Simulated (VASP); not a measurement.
Wanted: the native input for a VASP 6.6.1 run.

```
Task                   : single point
Functional             : PBE
Potentials or basis    : VASP PAW PBE potentials, release 64 (Zn, Sn_d, P)
Cutoff                 : 500 eV
k mesh                 : 6 × 6 × 6
Occupations            : fermi-dirac, width 0.02 eV
Spin                   : no spin polarisation
Dipole correction      : no
Further INCAR settings : ALGO = Normal; EDIFF = 1e-06; NBANDS = 46
```

The structure of ZnSnP2 lies in POSCAR:

```
ZnSnP2
1.0
   -2.8252091623      2.8252091623      5.6635692240
    2.8252091623     -2.8252091623      5.6635692240
    2.8252091623      2.8252091623     -5.6635692240
Zn Sn P
2 2 4
Direct
    0.7500000000      0.2500000000      0.5000000000
    0.0000000000      0.0000000000      0.0000000000
    0.2500000000      0.7500000000      0.5000000000
    0.5000000000      0.5000000000      0.0000000000
    0.3750000000      0.3532625018      0.4782625018
    0.6467374982      0.1250000000      0.0217374982
    0.1032625018      0.6250000000      0.9782625018
    0.8750000000      0.8967374982      0.5217374982
```

These files were run (other wordings do the same):

INCAR

```
SYSTEM = ZnSnP2
  PREC = Accurate
  ENCUT = 500
  EDIFF = 1E-6
  ISMEAR = -1
  SIGMA = 0.02
  LREAL = .False.
  LASPH = .True.
  NELM = 120
  ALGO = Normal
  ISIF = 2
  LWAVE = .False.
  LCHARG = .True.
  GGA = PE
  LELF = .True.
  LVHAR = .True.
  NBANDS = 46
  GGA_COMPAT = .False.
```

KPOINTS

```
regular mesh
0
Gamma
  6 6 6
  0 0 0
```

Potentials or basis: VASP PAW PBE potentials, release 64 (Zn, Sn_d, P).

The run is started by

```console
$ cat potpaw_PBE.64/Zn/POTCAR potpaw_PBE.64/Sn_d/POTCAR potpaw_PBE.64/P/POTCAR > POTCAR
$ mpirun -np 1 vasp_std > vasp.out
```

It gave:

```
Pressure               : 2.0 GPa
Largest force          : 0.063 eV/Å
Band gap on the k mesh : 0.84 eV
```

Caveat: spin-orbit coupling is left out, which moves the levels of the heavy elements.

Wall time 7.9 min on 1 thread of Oxide Virtual Turin-like Processor (shared host), peak memory 0.49 GiB.
